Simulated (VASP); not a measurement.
# NiPt (P4/mmm) in VASP: single point with LDA

Aim: the single point of NiPt with LDA.

All numbers are computed with VASP 6.6.1; they aren't measurements. Logs are shortened: lines on timing, memory, paths and dates and some standing lists are left out, and cuts for length are marked.

### Step 1. The cell of the first run

The structure is tetragonal, space group P4/mmm (No. 123). The conventional cell has a = 2.710 Å, b = 2.710 Å, c = 3.578 Å, α = 90.00°, β = 90.00°, γ = 90.00°. Ni (site symmetry 4/mmm) has 8 Pt at 2.62 Å and 4 Ni at 2.71 Å within 3.5 Å. Within 3.5 Å of Pt (site symmetry 4/mmm) lie 8 Ni at 2.62 Å and 4 Pt at 2.71 Å.

### Step 2. Single point, LDA, collinear spin, ferrimagnetic start

INCAR reads:

```
SYSTEM = NiPt
  PREC = Accurate
  ENCUT = 520
  EDIFF = 1E-7
  ISMEAR = -1
  SIGMA = 0.1
  LREAL = .FALSE.
  LASPH = .TRUE.
  NELM = 150
  ALGO = Normal
  ISIF = 2
  LWAVE = .FALSE.
  LCHARG = .FALSE.
  ISPIN = 2
  MAGMOM = 0.6 0.6 0.2 -0.2
  LORBIT = 11
  LMAXMIX = 4
  NBANDS = 32
```

KPOINTS reads:

```
Automatic mesh
0
G
  7 10 5
  0 0 0
```

POSCAR reads:

```
NiPt
1.0
    0.0000000000      0.0000000000      3.5783200000
    2.7099397941      0.0000000000      0.0000000000
    0.0000000000      5.4198795882      0.0000000000
Ni Pt
2 2
Direct
    0.5000000000      0.5000000000      0.2500000000
    0.5000000000      0.5000000000      0.7500000000
    0.0000000000      0.0000000000      0.0000000000
    0.0000000000      0.0000000000      0.5000000000
```

Potentials or basis: VASP PAW LDA potentials, release 64 (Ni, Pt).

Started as:

```
cat potpaw_LDA.64/Ni/POTCAR potpaw_LDA.64/Pt/POTCAR > POTCAR
mpirun -np 1 vasp_std > vasp.out
```

OUTCAR:

```text
SYSTEM = NiPt
   PREC = Accurate
   ENCUT = 520
   EDIFF = 1E-7
   ISMEAR = -1
   LREAL = .FALSE.
   LASPH = .TRUE.
   NELM = 150
   ISIF = 2
   ISPIN = 2
   LORBIT = 11

 ion  position               nearest neighbor table
   1  0.500  0.500  0.250-   3 2.62   4 2.62   3 2.62   4 2.62   3 2.62   4 2.62   3 2.62   4 2.62
                             2 2.71   2 2.71
   2  0.500  0.500  0.750-   3 2.62   4 2.62   3 2.62   4 2.62   3 2.62   4 2.62   3 2.62   4 2.62
                             1 2.71   1 2.71
   3  0.000  0.000  0.000-   1 2.62   2 2.62   1 2.62   2 2.62   1 2.62   2 2.62   1 2.62   2 2.62
                             4 2.71   4 2.71
   4  0.000  0.000  0.500-   1 2.62   2 2.62   1 2.62   2 2.62   1 2.62   2 2.62   1 2.62   2 2.62
                             3 2.71   3 2.71

  LATTYP: Found a simple orthorhombic cell.
 ALAT       =     2.7099397941
 B/A-ratio  =     1.3204426193
 C/A-ratio  =     2.0000000000

  Lattice vectors:

 A1 = (  -2.7099397941,   0.0000000000,   0.0000000000)
 A2 = (   0.0000000000,   0.0000000000,   3.5783200000)
 A3 = (   0.0000000000,   5.4198795882,   0.0000000000)

Analysis of symmetry for initial positions (statically):
=====================================================================
 Subroutine PRICEL returns following result:

  LATTYP: Found a simple tetragonal cell.
 ALAT       =     2.7099397941
 C/A-ratio  =     1.3204426193

  Lattice vectors:

 A1 = (   2.7099397941,   0.0000000000,   0.0000000000)
 A2 = (   0.0000000000,   2.7099397941,   0.0000000000)
 A3 = (   0.0000000000,   0.0000000000,   3.5783200000)

   2 primitive cells build up your supercell.

 Routine SETGRP: Setting up the symmetry group for a
 simple orthorhombic supercell.

 Subroutine GETGRP returns: Found  8 space group operations
 (whereof  8 operations were pure point group operations)
 out of a pool of  8 trial point group operations.

The static configuration has the point symmetry D_2h.

Analysis of symmetry for dynamics (positions and initial velocities):
=====================================================================
 Subroutine PRICEL returns following result:

  LATTYP: Found a simple tetragonal cell.
 ALAT       =     2.7099397941
 C/A-ratio  =     1.3204426193

  Lattice vectors:

 A1 = (   2.7099397941,   0.0000000000,   0.0000000000)
 A2 = (   0.0000000000,   2.7099397941,   0.0000000000)
 A3 = (   0.0000000000,   0.0000000000,   3.5783200000)

   2 primitive cells build up your supercell.

 Routine SETGRP: Setting up the symmetry group for a
 simple orthorhombic supercell.

 Subroutine GETGRP returns: Found  8 space group operations
 (whereof  8 operations were pure point group operations)
 out of a pool of  8 trial point group operations.

The dynamic configuration has the point symmetry D_2h.

Analysis of structural, dynamic, and magnetic symmetry:
=====================================================================
 Subroutine PRICEL returns:
 Original cell was already a primitive cell.

 Routine SETGRP: Setting up the symmetry group for a
 simple orthorhombic supercell.

 Subroutine GETGRP returns: Found  8 space group operations
 (whereof  8 operations were pure point group operations)
 out of a pool of  8 trial point group operations.

The overall configuration has the point symmetry D_2h.

 Subroutine INISYM returns: Found  8 space group operations
 (whereof  8 operations are pure point group operations),
 and found     1 'primitive' translations

----------------------------------------------------------------------------------------

                                     Primitive cell

  volume of cell :      52.5567

  direct lattice vectors                    reciprocal lattice vectors
     0.000000000  0.000000000  3.578320000     0.000000000  0.000000000  0.279460753
     2.709939794  0.000000000  0.000000000     0.369011888  0.000000000  0.000000000
     0.000000000  5.419879588  0.000000000     0.000000000  0.184505944  0.000000000

  length of vectors
     3.578320000  2.709939794  5.419879588     0.279460753  0.369011888  0.184505944

  position of ions in fractional coordinates (direct lattice)
     0.500000000  0.500000000  0.250000000
     0.500000000  0.500000000  0.750000000
     0.000000000  0.000000000  0.000000000
     0.000000000  0.000000000  0.500000000

  ion indices of the primitive-cell ions
   primitive index   ion index
                 1           1
                 2           2
                 3           3
                 4           4

----------------------------------------------------------------------------------------

 KPOINTS: Automatic mesh

Automatic generation of k-mesh.
 Grid dimensions read from file:
 generate k-points for:    7   10    5

 Generating k-lattice:

  Cartesian coordinates                     Fractional coordinates (reciprocal lattice)
     0.000000000  0.000000000  0.039922965     0.142857143  0.000000000  0.000000000
     0.036901189  0.000000000  0.000000000     0.000000000  0.100000000  0.000000000
     0.000000000  0.036901189  0.000000000     0.000000000  0.000000000  0.200000000

  Length of vectors
     0.039922965  0.036901189  0.036901189

  Shift w.r.t. Gamma in fractional coordinates (k-lattice)
     0.000000000  0.000000000  0.000000000

 Subroutine IBZKPT returns following result:
 ===========================================

 Found     72 irreducible k-points:

 Following reciprocal coordinates:
            Coordinates               Weight
  0.000000  0.000000  0.000000      1.000000
  0.142857  0.000000  0.000000      2.000000
  0.285714  0.000000  0.000000      2.000000
  0.428571  0.000000  0.000000      2.000000
  0.000000  0.100000  0.000000      2.000000
  0.142857  0.100000  0.000000      4.000000
[... 16 lines left out ...]
  0.285714  0.500000  0.000000      2.000000
  0.428571  0.500000  0.000000      2.000000
 [... further k-points ...]
   k-points           NKPTS =     72   k-points in BZ     NKDIM =     72   number of bands    NBANDS=     32
   number of dos      NEDOS =    301   number of ions     NIONS =      4
   total plane-waves  NPLWV =  22400
   dimension x,y,z NGX =    28 NGY =   20 NGZ =   40
   dimension x,y,z NGXF=    56 NGYF=   40 NGZF=   80
   ions per type =               2   2
   NGX,Y,Z   is equivalent  to a cutoff of  13.01, 12.27, 12.27 a.u.
   NGXF,Y,Z  is equivalent  to a cutoff of  26.02, 24.54, 24.54 a.u.
 SYSTEM =  NiPt
   PREC   = accura    normal or accurate (medium, high low for compatibility)
   ISTART =      0    job   : 0-new  1-cont  2-samecut
   ICHARG =      2    charge: 1-file 2-atom 10-const
   ISPIN  =      2    spin polarized calculation?
   LNONCOLLINEAR =      F non collinear calculations
   LSORBIT =      F    spin-orbit coupling
   LASPH  =      T    aspherical Exc in radial PAW
   ENCUT  =  520.0 eV  38.22 Ry    6.18 a.u.   6.65  5.04 10.08*2*pi/ulx,y,z
   NELM   =    150;   NELMIN=  2; NELMDL= -5     # of ELM steps
   EDIFF  = 0.1E-06   stopping-criterion for ELM
   LREAL  =      F    real-space projection
   EDIFFG = 0.1E-05   stopping-criterion for IOM
   NSW    =      0    number of steps for IOM
   IBRION =     -1    ionic relax: 0-MD 1-quasi-New 2-CG
   NFREE  =      0    steps in history (QN), initial steepest desc. (CG)
   ISIF   =      2    stress and relaxation
   ISYM   =      2    0-nonsym 1-usesym 2-fastsym
   POTIM  = 0.5000    time-step for ionic-motion
   TEBEG  =    0.0;   TEEND  =   0.0 temperature during run
   PSTRESS=    0.0 pullay stress
   NELECT =      40.0000    total number of electrons
   NUPDOWN=      -1.0000    fix difference up-down
   EMIN   =  10.00;   EMAX   =-10.00  energy-range for DOS
   EFERMI =   0.00;   METHOD = LEGACY
   ISMEAR =    -1;   SIGMA  =   0.10  broadening in eV -4-tet -1-fermi 0-gaus
   EFERMI_NEDOS =   21; number of points for ismear=-14 and -15
   IALGO  =     38    algorithm
   IMIX   =      4    mixing-type and parameters
     AMIX     =   0.40;   BMIX     =  1.00
     AMIX_MAG =   1.60;   BMIX_MAG =  1.00
  volume/ion in A,a.u.               =      13.14        88.67
  Fermi-wavevector in a.u.,A,eV,Ry     =   1.494693  2.824560 30.396875  2.234107
  Thomas-Fermi vector in A             =   2.606933
   LORBIT       =     11    0 simple, 1 ext, 2 COOP (PROOUT), +10 PAW based schemes
   GGA     = CA    functional components
   LHFCALC =     F    Hartree Fock is set to
   AEXX    =    0.0000 exact exchange contribution
   IVDW    =     0    specifies the selected vdW correction
   LEPSILON=     F    determine dielectric tensor
   LRPA    =     F    only Hartree local field effects (RPA)
 spin polarized calculation
  energy-cutoff  :      520.00
  volume of cell :       52.56
 maximum number of plane-waves:      1432
 NGX is ok and might be reduce to    28
   NGX = 13   NGY = 11   NGZ = 21

 number of electron      40.0000019 magnetization       1.1282169

 Free energy of the ion-electron system (eV)
  ---------------------------------------------------
  ext. energy  EPLUGINS =         0.00000000
  ---------------------------------------------------
  free energy    TOTEN  =       -28.48738836 eV

  energy without entropy =      -28.24021804  energy(sigma->0) =      -28.36380320

 E-fermi :  10.0312     XC(G=0): -13.5766

 val. band max:       10.0274445798   @ k =   0.2857   0.4000   0.2000
 cond. band min:      10.0317427097   @ k =   0.0000   0.4000   0.2000
 fundamental gap:      0.0042981299
 Fermi energy:        10.0312133593

 spin component 1

 k-point     1 :       0.0000    0.0000    0.0000
  band No.  band energies     occupation
      1       0.3904      1.00000
      2       3.8788      1.00000
      3       3.9879      1.00000
      4       4.0690      1.00000
      5       5.4445      1.00000
      6       5.6819      1.00000
[... 24 lines left out ...]
     31      24.1086      0.00000
     32      27.5762      0.00000

 k-point     2 :       0.1429    0.0000    0.0000
  band No.  band energies     occupation
      1       0.6610      1.00000
      2       3.8912      1.00000
      3       4.0560      1.00000
      4       4.1759      1.00000
      5       4.7065      1.00000
      6       5.8819      1.00000
[... 24 lines left out ...]
     31      26.5829      0.00000
     32      27.2392      0.00000
[... 733 lines left out ...]
     31      21.4067      0.00000
     32      22.4994      0.00000

 k-point    24 :       0.4286    0.5000    0.0000
  band No.  band energies     occupation
      1       3.6142      1.00000
      2       3.8378      1.00000
      3       3.9691      1.00000
      4       5.1607      1.00000
      5       5.1607      1.00000
      6       6.6634      1.00000
[... 24 lines left out ...]
     31      19.6754      0.00000
     32      22.7147      0.00000

 [... further k-points ...]

 spin component 2

 k-point     1 :       0.0000    0.0000    0.0000
  band No.  band energies     occupation
      1       0.4261      1.00000
      2       3.9368      1.00000
      3       4.0919      1.00000
      4       4.1653      1.00000
      5       5.5379      1.00000
      6       5.7578      1.00000
[... 24 lines left out ...]
     31      24.1925      0.00000
     32      27.6321      0.00000

 k-point     2 :       0.1429    0.0000    0.0000
  band No.  band energies     occupation
      1       0.6970      1.00000
      2       3.9621      1.00000
      3       4.1584      1.00000
      4       4.2693      1.00000
      5       4.8006      1.00000
      6       5.9567      1.00000
[... 24 lines left out ...]
     31      26.6486      0.00000
     32      27.3027      0.00000
[... 733 lines left out ...]
     31      21.4676      0.00000
     32      22.5706      0.00000

 k-point    24 :       0.4286    0.5000    0.0000
  band No.  band energies     occupation
      1       3.7057      1.00000
      2       3.9473      1.00000
      3       4.0413      1.00000
      4       5.2555      1.00000
      5       5.2555      1.00000
      6       6.8376      1.00000
[... 24 lines left out ...]
     31      19.7482      0.00000
     32      22.7848      0.00000

 [... further k-points ...]
[... 5 lines left out ...]
  --------------------------------------------------------------------------------------
  -------------------------------------------------------------------------------------
  Total       -3.9552338     -3.9552409     -3.8316735      0.0000000      0.0000000      0.0000000
  in kB     -120.5741706   -120.5743892   -116.8074723      0.0000000      0.0000000      0.0000000
  external PRESSURE =    -119.3186773 kB  Pullay stress =       0.0000000 kB

 VOLUME and BASIS-vectors are now :
 -----------------------------------------------------------------------------
  energy-cutoff  :      520.00
  volume of cell :       52.56
      direct lattice vectors                 reciprocal lattice vectors
     0.000000000  0.000000000  3.578320000     0.000000000  0.000000000  0.279460753
     2.709939794  0.000000000  0.000000000     0.369011888  0.000000000  0.000000000
     0.000000000  5.419879588  0.000000000     0.000000000  0.184505944  0.000000000

 POSITION                                       TOTAL-FORCE (eV/Angst)
 -----------------------------------------------------------------------------------
      1.35497      1.35497      1.78916         0.000000     -0.000000      0.000000
      1.35497      4.06491      1.78916         0.000000      0.000000      0.000000
      0.00000      0.00000      0.00000         0.000000      0.000000      0.000000
      0.00000      2.70994      0.00000         0.000000      0.000000      0.000000
 -----------------------------------------------------------------------------------
    total drift:                                0.000000      0.000000      0.000000

  FREE ENERGIE OF THE ION-ELECTRON SYSTEM (eV)
  ---------------------------------------------------
  free  energy   TOTEN  =       -28.4873883602 eV

  energy  without entropy=      -28.2402180425  energy(sigma->0) =      -28.36380320

 total charge

# of ion       s       p       d       tot
------------------------------------------
    1        0.440   0.463   8.337   9.240
    2        0.440   0.463   8.337   9.240
    3        0.700   0.634   8.039   9.373
    4        0.700   0.634   8.039   9.373
--------------------------------------------------
tot          2.279   2.195  32.752  37.226

 magnetization (x)

# of ion       s       p       d       tot
------------------------------------------
    1       -0.000  -0.003   0.392   0.389
    2       -0.000  -0.003   0.392   0.389
    3       -0.002  -0.007   0.183   0.174
    4       -0.002  -0.007   0.183   0.174
--------------------------------------------------
tot         -0.004  -0.020   1.151   1.127
```

It took 4.6 min on 1 thread of Oxide Virtual Turin-like, shared host; peak memory 0.24 GiB.

Results:

| Item | Value |
| --- | --- |
| Free energy | -28.4874 eV |
| Pressure | -11.9 GPa |
| Net moment | 1.13 μB per cell |
| Site moments | Ni +0.39; Pt +0.17 μB |
| Valence electrons inside the program's atomic spheres | Ni 9.24; Pt 9.37 |

Caveat: spin-orbit coupling is left out, which moves the levels of the heavy elements.
